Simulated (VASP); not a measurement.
# MgO (P6_3/mmc) in VASP: a series of runs

Runs on MgO. Level: r2SCAN+rVV10. Tasks: single point, relaxation of cell and atoms.

Program: VASP 6.6.1. These are calculated values, not measurements. Logs are shortened: lines on timing, memory, paths and dates and some standing lists are left out, and cuts for length are marked.

## Step 1: The cell of the first run

It takes space group P6_3/mmc (No. 194, hexagonal). Conventional cell: a = 3.477 Å, b = 3.477 Å, c = 4.178 Å, α = 90.00°, β = 90.00°, γ = 120.00°. Within 2.7 Å of Mg (site symmetry -6m2) lie 5 O at 2.01 to 2.09 Å. Within 2.7 Å of O (site symmetry -6m2) lie 5 Mg at 2.01 to 2.09 Å.

## Step 2: Single point, r2SCAN+rVV10

The input, POSCAR:

```
MgO
1.0
    3.4767628258      0.0000000000      0.0000000000
   -1.7383814129      3.0109649301      0.0000000000
    0.0000000000      0.0000000000      4.1781759849
Mg O
2 2
Direct
    0.3333333333      0.6666666667      0.2500000000
    0.6666666667      0.3333333333      0.7500000000
    0.6666666667      0.3333333333      0.2500000000
    0.3333333333      0.6666666667      0.7500000000
```

The input, INCAR.step1:

```
  ALGO = Normal
  EDIFF = 1E-4
  ENCUT = 520
  GGA = PE
  ISMEAR = -1
  LASPH = T
  LCHARG = F
  LREAL = F
  LWAVE = T
  NBANDS = 16
  NELM = 60
  PREC = Accurate
  SIGMA = 0.03
```

The input, INCAR.step2:

```
  ALGO = Normal
  BPARAM = 11.95
  CPARAM = 0.0093
  EDIFF = 1E-7
  ENCUT = 520
  ISIF = 2
  ISMEAR = -1
  ISTART = 1
  IVDW_NL = 2
  LASPH = T
  LCHARG = F
  LMIXTAU = T
  LREAL = F
  LUSE_VDW = T
  LWAVE = F
  METAGGA = R2SCAN
  NBANDS = 16
  NELM = 60
  PREC = Accurate
  SIGMA = 0.03
```

The input, KPOINTS:

```
k-points
0
Gamma
  12 12 6
```

Potentials or basis: VASP PAW PBE potentials, release 64 (Mg, O).

Launch:

```bash
> cat potpaw_PBE.64/Mg/POTCAR potpaw_PBE.64/O/POTCAR > POTCAR
> cp INCAR.step1 INCAR
> mpirun -np 1 vasp_std > vasp.out
> cp INCAR.step2 INCAR
> mpirun -np 1 vasp_std > vasp.out
```

OUTCAR:

```text
BPARAM = 11.95
   EDIFF = 1E-7
   ENCUT = 520
   ISIF = 2
   ISMEAR = -1
   ISTART = 1
   IVDW_NL = 2
   LASPH = T
   LREAL = F
   METAGGA = R2SCAN
   NELM = 60
   PREC = Accurate

 ion  position               nearest neighbor table
   1  0.333  0.667  0.250-   3 2.01   3 2.01   3 2.01   4 2.09   4 2.09   2 2.90   2 2.90   2 2.90
                             2 2.90   2 2.90   2 2.90
   2  0.667  0.333  0.750-   4 2.01   4 2.01   4 2.01   3 2.09   3 2.09   1 2.90   1 2.90   1 2.90
                             1 2.90   1 2.90   1 2.90
   3  0.667  0.333  0.250-   1 2.01   1 2.01   1 2.01   2 2.09   2 2.09
   4  0.333  0.667  0.750-   2 2.01   2 2.01   2 2.01   1 2.09   1 2.09

  LATTYP: Found a hexagonal cell.
 ALAT       =     3.4767628258
 C/A-ratio  =     1.2017431715

  Lattice vectors:

 A1 = (   3.4767628258,   0.0000000000,   0.0000000000)
 A2 = (  -1.7383814129,   3.0109649301,   0.0000000000)
 A3 = (   0.0000000000,   0.0000000000,   4.1781759849)

Analysis of symmetry for initial positions (statically):
=====================================================================
 Subroutine PRICEL returns:
 Original cell was already a primitive cell.

 Routine SETGRP: Setting up the symmetry group for a
 hexagonal supercell.

 Subroutine GETGRP returns: Found 24 space group operations
 (whereof 12 operations were pure point group operations)
 out of a pool of 24 trial point group operations.

The static configuration has the point symmetry D_3d.
 The point group associated with its full space group is D_6h.

Analysis of symmetry for dynamics (positions and initial velocities):
=====================================================================
 Subroutine PRICEL returns:
 Original cell was already a primitive cell.

 Routine SETGRP: Setting up the symmetry group for a
 hexagonal supercell.

 Subroutine GETGRP returns: Found 24 space group operations
 (whereof 12 operations were pure point group operations)
 out of a pool of 24 trial point group operations.

The dynamic configuration has the point symmetry D_3d.
 The point group associated with its full space group is D_6h.

 Subroutine INISYM returns: Found 24 space group operations
 (whereof 12 operations are pure point group operations),
 and found     1 'primitive' translations

----------------------------------------------------------------------------------------

                                     Primitive cell

  volume of cell :      43.7389

  direct lattice vectors                    reciprocal lattice vectors
     3.476762826  0.000000000  0.000000000     0.287623876  0.166059722  0.000000000
    -1.738381413  3.010964930  0.000000000     0.000000000  0.332119445  0.000000000
     0.000000000  0.000000000  4.178175985     0.000000000  0.000000000  0.239338889

  length of vectors
     3.476762826  3.476762826  4.178175985     0.332119445  0.332119445  0.239338889

  position of ions in fractional coordinates (direct lattice)
     0.333333333  0.666666667  0.250000000
     0.666666667  0.333333333  0.750000000
     0.666666667  0.333333333  0.250000000
     0.333333333  0.666666667  0.750000000

  ion indices of the primitive-cell ions
   primitive index   ion index
                 1           1
                 2           2
                 3           3
                 4           4

----------------------------------------------------------------------------------------

 KPOINTS: k-points

Automatic generation of k-mesh.
 Grid dimensions read from file:
 generate k-points for:   12   12    6

 Generating k-lattice:

  Cartesian coordinates                     Fractional coordinates (reciprocal lattice)
     0.023968656  0.013838310  0.000000000     0.083333333  0.000000000  0.000000000
     0.000000000  0.027676620  0.000000000     0.000000000  0.083333333  0.000000000
     0.000000000  0.000000000  0.039889815     0.000000000  0.000000000  0.166666667

  Length of vectors
     0.027676620  0.027676620  0.039889815

  Shift w.r.t. Gamma in fractional coordinates (k-lattice)
     0.000000000  0.000000000  0.000000000

 Subroutine IBZKPT returns following result:
 ===========================================

 Found     76 irreducible k-points:

 Following reciprocal coordinates:
            Coordinates               Weight
  0.000000  0.000000  0.000000      1.000000
  0.083333  0.000000  0.000000      6.000000
  0.166667 -0.000000  0.000000      6.000000
  0.250000 -0.000000  0.000000      6.000000
  0.333333  0.000000  0.000000      6.000000
  0.416667 -0.000000  0.000000      6.000000
[... 16 lines left out ...]
  0.250000 -0.000000  0.166667     12.000000
  0.333333  0.000000  0.166667     12.000000
 [... further k-points ...]
   k-points           NKPTS =     76   k-points in BZ     NKDIM =     76   number of bands    NBANDS=     16
   number of dos      NEDOS =    301   number of ions     NIONS =      4
   total plane-waves  NPLWV =  25088
   dimension x,y,z NGX =    28 NGY =   28 NGZ =   32
   dimension x,y,z NGXF=    56 NGYF=   56 NGZF=   64
   ions per type =               2   2
   NGX,Y,Z   is equivalent  to a cutoff of  13.39, 13.39, 12.73 a.u.
   NGXF,Y,Z  is equivalent  to a cutoff of  26.78, 26.78, 25.47 a.u.
 SYSTEM =  unknown system
   PREC   = accura    normal or accurate (medium, high low for compatibility)
   ISTART =      1    job   : 0-new  1-cont  2-samecut
   ICHARG =      0    charge: 1-file 2-atom 10-const
   ISPIN  =      1    spin polarized calculation?
   LNONCOLLINEAR =      F non collinear calculations
   LSORBIT =      F    spin-orbit coupling
   LASPH  =      T    aspherical Exc in radial PAW
   ENCUT  =  520.0 eV  38.22 Ry    6.18 a.u.   6.46  6.46  7.77*2*pi/ulx,y,z
   NELM   =     60;   NELMIN=  2; NELMDL=  0     # of ELM steps
   EDIFF  = 0.1E-06   stopping-criterion for ELM
   LREAL  =      F    real-space projection
   EDIFFG = 0.1E-05   stopping-criterion for IOM
   NSW    =      0    number of steps for IOM
   IBRION =     -1    ionic relax: 0-MD 1-quasi-New 2-CG
   NFREE  =      0    steps in history (QN), initial steepest desc. (CG)
   ISIF   =      2    stress and relaxation
   ISYM   =      2    0-nonsym 1-usesym 2-fastsym
   POTIM  = 0.5000    time-step for ionic-motion
   TEBEG  =    0.0;   TEEND  =   0.0 temperature during run
   PSTRESS=    0.0 pullay stress
   NELECT =      16.0000    total number of electrons
   NUPDOWN=      -1.0000    fix difference up-down
   EMIN   =  10.00;   EMAX   =-10.00  energy-range for DOS
   EFERMI =   0.00;   METHOD = LEGACY
   ISMEAR =    -1;   SIGMA  =   0.03  broadening in eV -4-tet -1-fermi 0-gaus
   EFERMI_NEDOS =   21; number of points for ismear=-14 and -15
   IALGO  =     38    algorithm
   IMIX   =      4    mixing-type and parameters
     AMIX     =   0.40;   BMIX     =  1.00
     AMIX_MAG =   1.60;   BMIX_MAG =  1.00
  volume/ion in A,a.u.               =      10.93        73.79
  Fermi-wavevector in a.u.,A,eV,Ry     =   1.170826  2.212540 18.651320  1.370833
  Thomas-Fermi vector in A             =   2.307279
   LORBIT       =      0    0 simple, 1 ext, 2 COOP (PROOUT), +10 PAW based schemes
   METAGGA = R2SCAN    functional components
   LHFCALC =     F    Hartree Fock is set to
   AEXX    =    0.0000 exact exchange contribution
   IVDW_NL    =     2    kernel type
   BPARAM     =11.9500
   IVDW    =     0    specifies the selected vdW correction
   LEPSILON=     F    determine dielectric tensor
   LRPA    =     F    only Hartree local field effects (RPA)
 non-spin polarized calculation
  energy-cutoff  :      520.00
  volume of cell :       43.74
 maximum number of plane-waves:      1198
 NGX is ok and might be reduce to    28
   NGX = 13   NGY = 13   NGZ = 15

 number of electron      16.0000000 magnetization

 Free energy of the ion-electron system (eV)
  ---------------------------------------------------
  ext. energy  EPLUGINS =         0.00000000
  ---------------------------------------------------
  free energy    TOTEN  =       -31.46855229 eV

  energy without entropy =      -31.46855229  energy(sigma->0) =      -31.46855229

 E-fermi :   2.2267     XC(G=0): -10.6438

 val. band max:        1.6203298975   @ k =   0.0000   0.0000   0.0000
 cond. band min:       5.6597630385   @ k =   0.0000   0.0000   0.0000
 fundamental gap:      4.0394331411
 Fermi energy:         2.2267237726

 k-point     1 :       0.0000    0.0000    0.0000
  band No.  band energies     occupation
      1     -16.3016      2.00000
      2     -14.9198      2.00000
      3      -2.0958      2.00000
      4      -0.1601      2.00000
      5      -0.1601      2.00000
      6       0.7737      2.00000
[... 8 lines left out ...]
     15      18.3365      0.00000
     16      18.4615      0.00000

 k-point     2 :       0.0833    0.0000    0.0000
  band No.  band energies     occupation
      1     -16.2676      2.00000
      2     -14.9257      2.00000
      3      -2.0402      2.00000
      4      -0.2683      2.00000
      5      -0.2182      2.00000
      6       0.5996      2.00000
[... 8 lines left out ...]
     15      17.9826      0.00000
     16      18.1247      0.00000

 k-point     3 :       0.1667   -0.0000    0.0000
  band No.  band energies     occupation
      1     -16.1697      2.00000
      2     -14.9450      2.00000
      3      -1.8774      2.00000
      4      -0.6037      2.00000
      5      -0.3567      2.00000
      6       0.2645      2.00000
[... 8 lines left out ...]
     15      17.3704      0.00000
     16      17.5207      0.00000
[... 362 lines left out ...]
 k-point    23 :       0.2500   -0.0000    0.1667
  band No.  band energies     occupation
      1     -15.9470      2.00000
      2     -15.0452      2.00000
      3      -1.8182      2.00000
      4      -0.8817      2.00000
      5      -0.4311      2.00000
      6      -0.1927      2.00000
[... 8 lines left out ...]
     15      17.0834      0.00000
     16      17.4033      0.00000

 k-point    24 :       0.3333    0.0000    0.1667
  band No.  band energies     occupation
      1     -15.7857      2.00000
      2     -15.0890      2.00000
      3      -1.9237      2.00000
      4      -1.0730      2.00000
      5      -0.5605      2.00000
      6      -0.3433      2.00000
[... 8 lines left out ...]
     15      16.8927      0.00000
     16      17.2219      0.00000

 [... further k-points ...]

------------------------ aborting loop because EDIFF is reached ----------------------------------------

  FORCE on cell =-STRESS in cart. coord.  units (eV):
  Direction    XX          YY          ZZ          XY          YZ          ZX
  --------------------------------------------------------------------------------------
  -------------------------------------------------------------------------------------
  Total       -0.1764077     -0.1764077     -0.2473651      0.0000000      0.0000000      0.0000000
  in kB       -6.4619043     -6.4619043     -9.0611132      0.0000000      0.0000000      0.0000000
  external PRESSURE =      -7.3283073 kB  Pullay stress =       0.0000000 kB

 VOLUME and BASIS-vectors are now :
 -----------------------------------------------------------------------------
  energy-cutoff  :      520.00
  volume of cell :       43.74
      direct lattice vectors                 reciprocal lattice vectors
     3.476762826  0.000000000  0.000000000     0.287623876  0.166059722  0.000000000
    -1.738381413  3.010964930  0.000000000     0.000000000  0.332119445  0.000000000
     0.000000000  0.000000000  4.178175985     0.000000000  0.000000000  0.239338889

 POSITION                                       TOTAL-FORCE (eV/Angst)
 -----------------------------------------------------------------------------------
     -0.00000      2.00731      1.04454        -0.000000      0.000000      0.000000
      1.73838      1.00365      3.13363         0.000000      0.000000      0.000000
      1.73838      1.00365      1.04454         0.000000     -0.000000      0.000000
     -0.00000      2.00731      3.13363        -0.000000      0.000000      0.000000
 -----------------------------------------------------------------------------------
    total drift:                               -0.000000      0.000000     -0.000000

  FREE ENERGIE OF THE ION-ELECTRON SYSTEM (eV)
  ---------------------------------------------------
  free  energy   TOTEN  =       -31.4685522899 eV

  energy  without entropy=      -31.4685522899  energy(sigma->0) =      -31.46855229
```

Run time: 6.7 min. Hardware: 1 thread of Intel Xeon 8259CL, shared host; peak memory 0.31 GiB.

What came out:

| Quantity | Value |
| --- | --- |
| Free energy | -31.4686 eV |
| Pressure | -0.7 GPa |
| Band gap on the k mesh | 4.04 eV |

Levels at points of the mesh, in eV from the valence-band top:
```
           k point  band 6  band 7  band 8  band 9  band 10  band 11
(0.00, 0.00, 0.00)   -0.85   -0.85    0.00    4.04    10.38    13.14
(0.50, 0.00, 0.00)   -1.99   -1.32   -0.55    7.61    10.03    10.57
(0.00, 0.00, 0.50)   -1.33   -1.33   -1.33    7.10     7.10    13.84
(0.50, 0.00, 0.50)   -1.58   -0.85   -0.85    7.98     7.98    13.04
```

Caveat: the PAW data sets were made with another functional, which shifts forces and pressure a little. A k mesh can miss the band edges.

## Step 3: Relaxation of cell and atoms, r2SCAN+rVV10

This run uses another cell than the first one, of 11.08 Å³/atom.

The input, POSCAR:

```
MgO
1.0
    3.4933395979      0.0000000000      0.0000000000
   -1.7466697990      3.0253208358      0.0000000000
    0.0000000000      0.0000000000      4.1946350461
Mg O
2 2
Direct
    0.3333333333      0.6666666667      0.2500000000
    0.6666666667      0.3333333333      0.7500000000
    0.6666666667      0.3333333333      0.2500000000
    0.3333333333      0.6666666667      0.7500000000
```

The input, INCAR.step1:

```
  PREC = Accurate
  ENCUT = 600
  ISMEAR = -1
  SIGMA = 0.03
  LREAL = False
  LASPH = True
  NELM = 60
  GGA = PE
  ALGO = Normal
  EDIFF = 1E-4
  LWAVE = True
  LCHARG = False
```

The input, INCAR.step2:

```
  PREC = Accurate
  ENCUT = 600
  EDIFF = 1E-6
  ISMEAR = -1
  SIGMA = 0.03
  LREAL = False
  LASPH = True
  NELM = 60
  ALGO = Normal
  ISIF = 3
  LWAVE = False
  LCHARG = False
  METAGGA = R2SCAN
  LMIXTAU = True
  LUSE_VDW = True
  IVDW_NL = 2
  BPARAM = 11.95
  CPARAM = 0.0093
  IBRION = 2
  NSW = 100
  EDIFFG = -0.01
  ISTART = 1
```

The input, KPOINTS:

```
regular mesh
0
Gamma
  12 12 6
```

Potentials or basis: VASP PAW PBE potentials, release 64 (Mg, O).

Launch:

```bash
> cat potpaw_PBE.64/Mg/POTCAR potpaw_PBE.64/O/POTCAR > POTCAR
> cp INCAR.step1 INCAR
> mpirun -np 1 vasp_std > vasp.out
> cp INCAR.step2 INCAR
> mpirun -np 1 vasp_std > vasp.out
```

Run time: 18 min. Hardware: 1 thread of Intel Xeon 8259CL, shared host; peak memory 0.33 GiB.

The run converged. Its results:

```
Free energy                           : -31.4778 eV
Relaxed volume                        : 10.86 Å³/atom
Relaxed cell                          : a = 3.471 Å, b = 3.471 Å, c = 4.166 Å, α = 90.00°, β = 90.00°, γ = 120.00°
Space group after relaxing (to 0.1 Å) : P6_3/mmc (No. 194)
Energy gained by relaxing             : 1.9 meV/atom
Ionic steps                           : 3
Pressure after relaxing               : 0.0 GPa
Band gap on the k mesh                : 4.08 eV
```

Stress tensor (GPa, compression positive):
```
-0.02  0.00  0.00
 0.00 -0.02  0.00
 0.00  0.00  0.07
```

The path:
```csv
step,energy change (eV),largest force (eV/Å),pressure (GPa),volume (Å³)
1,0.0000,0.0000,-2.73,44.33
2,-0.0066,0.0000,1.08,43.13
3,-0.0076,0.0000,0.01,43.45
```

Final structure:
```
CELL_PARAMETERS angstrom
3.47059 0.00000 0.00000
-1.73529 3.00562 0.00000
0.00000 0.00000 4.16557
ATOMIC_POSITIONS crystal
Mg 0.33333 0.66667 0.25000
Mg 0.66667 0.33333 0.75000
O 0.66667 0.33333 0.25000
O 0.33333 0.66667 0.75000
```

Levels at points of the mesh, in eV from the valence-band top:
```tsv
k point	band 4	band 5	band 6	band 7	band 8	band 9	band 10	band 11	band 12
(0.00, 0.00, 0.00)	-1.79	-1.79	-0.85	-0.85	0.00	4.08	10.44	13.21	13.50
(0.50, 0.00, 0.00)	-2.43	-2.41	-1.99	-1.33	-0.55	7.63	10.10	10.60	13.40
(0.00, 0.00, 0.50)	-2.45	-1.34	-1.34	-1.34	-1.34	7.15	7.15	13.89	13.89
(0.50, 0.00, 0.50)	-3.94	-1.59	-1.59	-0.85	-0.85	8.01	8.01	13.13	13.13
```

Caveat: the PAW data sets were made with another functional, which shifts forces and pressure a little. A k mesh can miss the band edges.
